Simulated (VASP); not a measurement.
# Ge (I4_1/amd) in VASP: notebook

Ge is run at these levels: PBE; tasks: single point.

Program: VASP 6.6.1. These are calculated values, not measurements. Logs are shortened: lines on timing, memory, paths and dates and some standing lists are left out, and cuts for length are marked.

**1. The cell of the first run**

It takes space group I4_1/amd (No. 141, tetragonal). The conventional cell has a = 3.665 Å, b = 3.665 Å, c = 6.739 Å, α = 90.00°, β = 90.00°, γ = 90.00°. Within 3.3 Å of Ge (site symmetry -4m2) lie 4 Ge at 2.49 Å.

**2. Single point, PBE**

Input file INCAR:

```
SYSTEM = Ge
PREC = Accurate
ENCUT = 520
EDIFF = 1E-7
ISMEAR = 0
SIGMA = 0.15
LREAL = .FALSE.
LASPH = .TRUE.
NELM = 80
ALGO = Normal
ISIF = 2
LWAVE = .FALSE.
LCHARG = .TRUE.
GGA = PE
LELF = .TRUE.
LVHAR = .TRUE.
NBANDS = 21
```

Input file KPOINTS:

```
Automatic mesh
0
G
  16 16 16
  0 0 0
```

Input file POSCAR:

```
Ge
1.0
    0.0000000000      2.5918897254      3.3694566430
    2.5918897254      0.0000000000      3.3694566430
    2.5918897254      2.5918897254      0.0000000000
Ge
2
Direct
    0.5000000000      0.5000000000      0.5000000000
    0.7500000000      0.7500000000      0.7500000000
```

Potentials or basis: VASP PAW PBE potentials, release 64 (Ge_d).

Launch:

```console
$ cat potpaw_PBE.64/Ge_d/POTCAR > POTCAR
$ mpirun -np 1 vasp_std > vasp.out
```

OUTCAR:

```text
SYSTEM = Ge
   PREC = Accurate
   ENCUT = 520
   EDIFF = 1E-7
   ISMEAR = 0
   LREAL = .FALSE.
   LASPH = .TRUE.
   NELM = 80
   ISIF = 2
   GGA = PE

 ion  position               nearest neighbor table
   1  0.500  0.500  0.500-   2 2.49   2 2.49   2 2.49   2 2.49
   2  0.750  0.750  0.750-   1 2.49   1 2.49   1 2.49   1 2.49

  LATTYP: Found a body centered tetragonal cell.
 ALAT       =     3.6654856018
 C/A-ratio  =     1.8384776311

  Lattice vectors:

 A1 = (  -2.5918897254,   0.0000000000,   3.3694566430)
 A2 = (   2.5918897254,   0.0000000000,   3.3694566430)
 A3 = (   0.0000000000,   2.5918897254,  -3.3694566430)

Analysis of symmetry for initial positions (statically):
=====================================================================
 Subroutine PRICEL returns:
 Original cell was already a primitive cell.

 Routine SETGRP: Setting up the symmetry group for a
 body centered tetragonal supercell.

 Subroutine GETGRP returns: Found 16 space group operations
 (whereof  8 operations were pure point group operations)
 out of a pool of 16 trial point group operations.

The static configuration has the point symmetry D_2d.
 The point group associated with its full space group is D_4h.

Analysis of symmetry for dynamics (positions and initial velocities):
=====================================================================
 Subroutine PRICEL returns:
 Original cell was already a primitive cell.

 Routine SETGRP: Setting up the symmetry group for a
 body centered tetragonal supercell.

 Subroutine GETGRP returns: Found 16 space group operations
 (whereof  8 operations were pure point group operations)
 out of a pool of 16 trial point group operations.

The dynamic configuration has the point symmetry D_2d.
 The point group associated with its full space group is D_4h.

 Subroutine INISYM returns: Found 16 space group operations
 (whereof  8 operations are pure point group operations),
 and found     1 'primitive' translations

----------------------------------------------------------------------------------------

                                     Primitive cell

  volume of cell :      45.2713

  direct lattice vectors                    reciprocal lattice vectors
     0.000000000  2.591889725  3.369456643    -0.192909442  0.192909442  0.148391878
     2.591889725  0.000000000  3.369456643     0.192909442 -0.192909442  0.148391878
     2.591889725  2.591889725  0.000000000     0.192909442  0.192909442 -0.148391878

  length of vectors
     4.251015222  4.251015222  3.665485602     0.310561194  0.310561194  0.310561194

  position of ions in fractional coordinates (direct lattice)
     0.500000000  0.500000000  0.500000000
     0.750000000  0.750000000  0.750000000

  ion indices of the primitive-cell ions
   primitive index   ion index
                 1           1
                 2           2

----------------------------------------------------------------------------------------

 KPOINTS: Automatic mesh

Automatic generation of k-mesh.
 Grid dimensions read from file:
 generate k-points for:   16   16   16

 Generating k-lattice:

  Cartesian coordinates                     Fractional coordinates (reciprocal lattice)
    -0.012056840  0.012056840  0.009274492     0.062500000  0.000000000  0.000000000
     0.012056840 -0.012056840  0.009274492     0.000000000  0.062500000  0.000000000
     0.012056840  0.012056840 -0.009274492    -0.000000000 -0.000000000  0.062500000

  Length of vectors
     0.019410075  0.019410075  0.019410075

  Shift w.r.t. Gamma in fractional coordinates (k-lattice)
     0.000000000  0.000000000  0.000000000

 Subroutine IBZKPT returns following result:
 ===========================================

 Found    349 irreducible k-points:

 Following reciprocal coordinates:
            Coordinates               Weight
  0.000000  0.000000  0.000000      1.000000
  0.062500 -0.000000  0.000000      8.000000
  0.125000 -0.000000  0.000000      8.000000
  0.187500 -0.000000  0.000000      8.000000
  0.250000 -0.000000  0.000000      8.000000
  0.312500 -0.000000  0.000000      8.000000
[... 16 lines left out ...]
 -0.125000  0.062500  0.000000      8.000000
 -0.062500  0.062500  0.000000      4.000000
 [... further k-points ...]
   k-points           NKPTS =    349   k-points in BZ     NKDIM =    349   number of bands    NBANDS=     21
   number of dos      NEDOS =    301   number of ions     NIONS =      2
   total plane-waves  NPLWV =  28672
   dimension x,y,z NGX =    32 NGY =   32 NGZ =   28
   dimension x,y,z NGXF=    64 NGYF=   64 NGZF=   56
   ions per type =               2
   NGX,Y,Z   is equivalent  to a cutoff of  12.51, 12.51, 12.70 a.u.
   NGXF,Y,Z  is equivalent  to a cutoff of  25.03, 25.03, 25.40 a.u.
 SYSTEM =  Ge
   PREC   = accura    normal or accurate (medium, high low for compatibility)
   ISTART =      0    job   : 0-new  1-cont  2-samecut
   ICHARG =      2    charge: 1-file 2-atom 10-const
   ISPIN  =      1    spin polarized calculation?
   LNONCOLLINEAR =      F non collinear calculations
   LSORBIT =      F    spin-orbit coupling
   LASPH  =      T    aspherical Exc in radial PAW
   ENCUT  =  520.0 eV  38.22 Ry    6.18 a.u.   7.90  7.90  6.82*2*pi/ulx,y,z
   NELM   =     80;   NELMIN=  2; NELMDL= -5     # of ELM steps
   EDIFF  = 0.1E-06   stopping-criterion for ELM
   LREAL  =      F    real-space projection
   EDIFFG = 0.1E-05   stopping-criterion for IOM
   NSW    =      0    number of steps for IOM
   IBRION =     -1    ionic relax: 0-MD 1-quasi-New 2-CG
   NFREE  =      0    steps in history (QN), initial steepest desc. (CG)
   ISIF   =      2    stress and relaxation
   ISYM   =      2    0-nonsym 1-usesym 2-fastsym
   POTIM  = 0.5000    time-step for ionic-motion
   TEBEG  =    0.0;   TEEND  =   0.0 temperature during run
   PSTRESS=    0.0 pullay stress
   NELECT =      28.0000    total number of electrons
   NUPDOWN=      -1.0000    fix difference up-down
   EMIN   =  10.00;   EMAX   =-10.00  energy-range for DOS
   EFERMI =   0.00;   METHOD = LEGACY
   ISMEAR =     0;   SIGMA  =   0.15  broadening in eV -4-tet -1-fermi 0-gaus
   EFERMI_NEDOS =   21; number of points for ismear=-14 and -15
   IALGO  =     38    algorithm
   IMIX   =      4    mixing-type and parameters
     AMIX     =   0.40;   BMIX     =  1.00
     AMIX_MAG =   1.60;   BMIX_MAG =  1.00
  volume/ion in A,a.u.               =      22.64       152.75
  Fermi-wavevector in a.u.,A,eV,Ry     =   1.394825  2.635838 26.470653  1.945538
  Thomas-Fermi vector in A             =   2.518337
   LORBIT       =      0    0 simple, 1 ext, 2 COOP (PROOUT), +10 PAW based schemes
   GGA     = PE    functional components
   LHFCALC =     F    Hartree Fock is set to
   AEXX    =    0.0000 exact exchange contribution
   IVDW    =     0    specifies the selected vdW correction
   LEPSILON=     F    determine dielectric tensor
   LRPA    =     F    only Hartree local field effects (RPA)
 non-spin polarized calculation
 Gauss-broadening in eV      SIGMA  =   0.15
  energy-cutoff  :      520.00
  volume of cell :       45.27
 maximum number of plane-waves:      1236
   NGX = 15   NGY = 15   NGZ = 13

 number of electron      27.9999998 magnetization

 Free energy of the ion-electron system (eV)
  ---------------------------------------------------
  ext. energy  EPLUGINS =         0.00000000
  ---------------------------------------------------
  free energy    TOTEN  =        -8.50329220 eV

  energy without entropy =       -8.49448757  energy(sigma->0) =       -8.49888989

 E-fermi :   5.1251     XC(G=0): -10.0166

 val. band max:        5.1195634779   @ k =   0.4375  -0.0000   0.0000
 cond. band min:       5.1296462652   @ k =   0.5000  -0.0000   0.4375
 fundamental gap:      0.0100827873
 Fermi energy:         5.1250918534

 k-point     1 :       0.0000    0.0000    0.0000
  band No.  band energies     occupation
      1     -19.8230      2.00000
      2     -19.8230      2.00000
      3     -19.7857      2.00000
      4     -19.7791      2.00000
      5     -19.7715      2.00000
      6     -19.6624      2.00000
[... 13 lines left out ...]
     20      11.8791      0.00000
     21      13.0235      0.00000

 k-point     2 :       0.0625   -0.0000    0.0000
  band No.  band energies     occupation
      1     -19.8253      2.00000
      2     -19.8230      2.00000
      3     -19.7925      2.00000
      4     -19.7701      2.00000
      5     -19.7693      2.00000
      6     -19.6629      2.00000
[... 13 lines left out ...]
     20      11.9241      0.00000
     21      13.4086      0.00000

 k-point     3 :       0.1250   -0.0000    0.0000
  band No.  band energies     occupation
      1     -19.8311      2.00000
      2     -19.8232      2.00000
      3     -19.7990      2.00000
      4     -19.7643      2.00000
      5     -19.7572      2.00000
      6     -19.6643      2.00000
[... 13 lines left out ...]
     20      12.5759      0.00000
     21      14.3807      0.00000

 k-point     4 :       0.1875   -0.0000    0.0000
  band No.  band energies     occupation
      1     -19.8382      2.00000
      2     -19.8237      2.00000
      3     -19.8026      2.00000
      4     -19.7586      2.00000
      5     -19.7438      2.00000
      6     -19.6663      2.00000
[... 13 lines left out ...]
     20      13.3597      0.00000
     21      15.0403      0.00000

 k-point     5 :       0.2500   -0.0000    0.0000
  band No.  band energies     occupation
      1     -19.8449      2.00000
      2     -19.8246      2.00000
      3     -19.8036      2.00000
      4     -19.7538      2.00000
      5     -19.7314      2.00000
      6     -19.6685      2.00000
[... 13 lines left out ...]
     20      14.2359      0.00000
     21      14.5550      0.00000
[... 382 lines left out ...]
     20      13.9767      0.00000
     21      15.2434      0.00000

 k-point    22 :      -0.1875    0.0625    0.0000
  band No.  band energies     occupation
      1     -19.8426      2.00000
      2     -19.8180      2.00000
      3     -19.7949      2.00000
      4     -19.7523      2.00000
      5     -19.7466      2.00000
      6     -19.6510      2.00000
[... 13 lines left out ...]
     20      14.2464      0.00000
     21      14.2959      0.00000

 k-point    23 :      -0.1250    0.0625    0.0000
  band No.  band energies     occupation
      1     -19.8357      2.00000
      2     -19.8186      2.00000
      3     -19.7909      2.00000
      4     -19.7609      2.00000
      5     -19.7585      2.00000
      6     -19.6527      2.00000
[... 13 lines left out ...]
     20      13.2396      0.00000
     21      14.8949      0.00000

 k-point    24 :      -0.0625    0.0625    0.0000
  band No.  band energies     occupation
      1     -19.8293      2.00000
      2     -19.8205      2.00000
      3     -19.7867      2.00000
      4     -19.7725      2.00000
      5     -19.7648      2.00000
      6     -19.6571      2.00000
[... 13 lines left out ...]
     20      12.4611      0.00000
     21      13.8153      0.00000

 [... further k-points ...]

------------------------ aborting loop because EDIFF is reached ----------------------------------------

  FORCE on cell =-STRESS in cart. coord.  units (eV):
  Direction    XX          YY          ZZ          XY          YZ          ZX
  --------------------------------------------------------------------------------------
  -------------------------------------------------------------------------------------
  Total        2.8111005      2.8111005     -2.2349928      0.0000000      0.0000000      0.0000000
  in kB       99.4864753     99.4864753    -79.0976894      0.0000000      0.0000000      0.0000000
  external PRESSURE =      39.9584204 kB  Pullay stress =       0.0000000 kB

 VOLUME and BASIS-vectors are now :
 -----------------------------------------------------------------------------
  energy-cutoff  :      520.00
  volume of cell :       45.27
      direct lattice vectors                 reciprocal lattice vectors
     0.000000000  2.591889725  3.369456643    -0.192909442  0.192909442  0.148391878
     2.591889725  0.000000000  3.369456643     0.192909442 -0.192909442  0.148391878
     2.591889725  2.591889725  0.000000000     0.192909442  0.192909442 -0.148391878

 POSITION                                       TOTAL-FORCE (eV/Angst)
 -----------------------------------------------------------------------------------
      2.59189      2.59189      3.36946         0.000000      0.000000      0.000000
      3.88783      3.88783      5.05418        -0.000000     -0.000000     -0.000000
 -----------------------------------------------------------------------------------
    total drift:                               -0.000000     -0.000000      0.000000

  FREE ENERGIE OF THE ION-ELECTRON SYSTEM (eV)
  ---------------------------------------------------
  free  energy   TOTEN  =        -8.5032922048 eV

  energy  without entropy=       -8.4944875670  energy(sigma->0) =       -8.49888989
```

Wall time 2.5 min (1 thread of AMD EPYC 9R45 (Zen 5), shared host); peak memory 0.34 GiB.

What came out:

```
Free energy            : -8.5033 eV
Pressure               : 4.0 GPa
Band gap on the k mesh : zero (bands 14 and 15 overlap by 1.01 eV)
```

Caveat: the stress differs along the axes, from -8 to 10 GPa.

**3. Single point, PBE**

This run uses another cell than the first one, of the same volume but with other edges.

Input file INCAR:

```
SYSTEM = Ge
ALGO = Normal
EDIFF = 1E-6
ENCUT = 520
GGA = PE
ISIF = 2
ISMEAR = 0
LASPH = .TRUE.
LCHARG = .FALSE.
LREAL = .FALSE.
LWAVE = .FALSE.
NBANDS = 21
NELM = 100
PREC = Accurate
SIGMA = 0.15
```

Input file KPOINTS:

```
k-points
0
G
  16 16 16
  0 0 0
```

Input file POSCAR:

```
Ge
1.0
    0.0000000000      2.9084952693      2.6758156477
    2.9084952693      0.0000000000      2.6758156477
    2.9084952693      2.9084952693      0.0000000000
Ge
2
Direct
    0.5000000000      0.5000000000      0.5000000000
    0.7500000000      0.7500000000      0.7500000000
```

Potentials or basis: VASP PAW PBE potentials, release 64 (Ge_d).

Launch:

```console
$ cat potpaw_PBE.64/Ge_d/POTCAR > POTCAR
$ mpirun -np 1 vasp_std > vasp.out
```

OUTCAR:

```text
SYSTEM = Ge
   EDIFF = 1E-6
   ENCUT = 520
   GGA = PE
   ISIF = 2
   ISMEAR = 0
   LASPH = .TRUE.
   LREAL = .FALSE.
   NELM = 100
   PREC = Accurate

 ion  position               nearest neighbor table
   1  0.500  0.500  0.500-   2 2.45   2 2.45   2 2.45   2 2.45
   2  0.750  0.750  0.750-   1 2.45   1 2.45   1 2.45   1 2.45

  LATTYP: Found a body centered tetragonal cell.
 ALAT       =     4.1132334559
 C/A-ratio  =     1.3010764774

  Lattice vectors:

[... 767 lines left out ...]

  FORCE on cell =-STRESS in cart. coord.  units (eV):
  Direction    XX          YY          ZZ          XY          YZ          ZX
  --------------------------------------------------------------------------------------
  -------------------------------------------------------------------------------------
  Total        0.5363916      0.5363916      1.9121604      0.0000000     -0.0000000     -0.0000000
  in kB       18.9832088     18.9832088     67.6724650      0.0000000     -0.0000000     -0.0000000
  external PRESSURE =      35.2129608 kB  Pullay stress =       0.0000000 kB

 VOLUME and BASIS-vectors are now :
 -----------------------------------------------------------------------------
  energy-cutoff  :      520.00
  volume of cell :       45.27
      direct lattice vectors                 reciprocal lattice vectors
     0.000000000  2.908495269  2.675815648    -0.171910199  0.171910199  0.186858912
     2.908495269  0.000000000  2.675815648     0.171910199 -0.171910199  0.186858912
     2.908495269  2.908495269  0.000000000     0.171910199  0.171910199 -0.186858912

 POSITION                                       TOTAL-FORCE (eV/Angst)
 -----------------------------------------------------------------------------------
      2.90850      2.90850      2.67582         0.000000      0.000000      0.000000
      4.36274      4.36274      4.01372        -0.000000     -0.000000      0.000000
 -----------------------------------------------------------------------------------
    total drift:                                0.000000     -0.000000     -0.000000

  FREE ENERGIE OF THE ION-ELECTRON SYSTEM (eV)
  ---------------------------------------------------
  free  energy   TOTEN  =        -8.9688220270 eV

  energy  without entropy=       -8.9677975529  energy(sigma->0) =       -8.96830979
```

OSZICAR:

```text
N       E                     dE             d eps       ncg     rms          rms(c)
DAV:   1     0.192184201645E+03    0.19218E+03   -0.14634E+04 16448   0.366E+03
DAV:   2     0.186732486246E+02   -0.17351E+03   -0.16804E+03 14698   0.619E+02
DAV:   3    -0.814584052886E+01   -0.26819E+02   -0.26645E+02 16918   0.143E+02
DAV:   4    -0.904093005222E+01   -0.89509E+00   -0.89460E+00 16556   0.308E+01
DAV:   5    -0.905540281065E+01   -0.14473E-01   -0.14472E-01 16696   0.431E+00    0.318E+00
DAV:   6    -0.899741166444E+01    0.57991E-01   -0.21719E-02 16844   0.150E+00    0.188E+00
DAV:   7    -0.896702295347E+01    0.30389E-01   -0.48002E-02 16214   0.202E+00    0.143E-01
DAV:   8    -0.896861465192E+01   -0.15917E-02   -0.59533E-03 16698   0.979E-01    0.440E-02
DAV:   9    -0.896880817227E+01   -0.19352E-03   -0.23634E-04 16609   0.161E-01    0.140E-02
DAV:  10    -0.896881993838E+01   -0.11766E-04   -0.28634E-05 17158   0.674E-02    0.591E-03
DAV:  11    -0.896882186994E+01   -0.19316E-05   -0.52534E-06 13814   0.296E-02    0.235E-03
DAV:  12    -0.896882202700E+01   -0.15706E-06   -0.33087E-07 11631   0.775E-03
   1 F= -.89688220E+01 E0= -.89683098E+01  d E =-.102447E-02
```

stdout:

```text
POSCAR found type information on POSCAR Ge
 POSCAR found :  1 types and       2 ions
 scaLAPACK will be used
 LDA part: xc-table for (Slater+PW92), standard interpolation
 POSCAR, INCAR and KPOINTS ok, starting setup
 FFT: planning ... GRIDC
 FFT: planning ... GRID_SOFT
 FFT: planning ... GRID
 WAVECAR not read
 entering main loop
```

It took 2.2 min on 1 thread of AMD EPYC 9R45 (Zen 5), shared host; peak memory 0.34 GiB.

What came out:

| Property | Result |
| --- | --- |
| Free energy | -8.9688 eV |
| Pressure | 3.5 GPa |
| Band gap on the k mesh | zero (bands 14 and 15 overlap by 0.04 eV) |

Caveat: the cell stands under pressure; semilocal functionals underestimate gaps, and a narrow one can read as zero.

(Part 1 of 2 ends here.)

The gap in the log of VASP goes by the Fermi energy; the results here count the filled bands.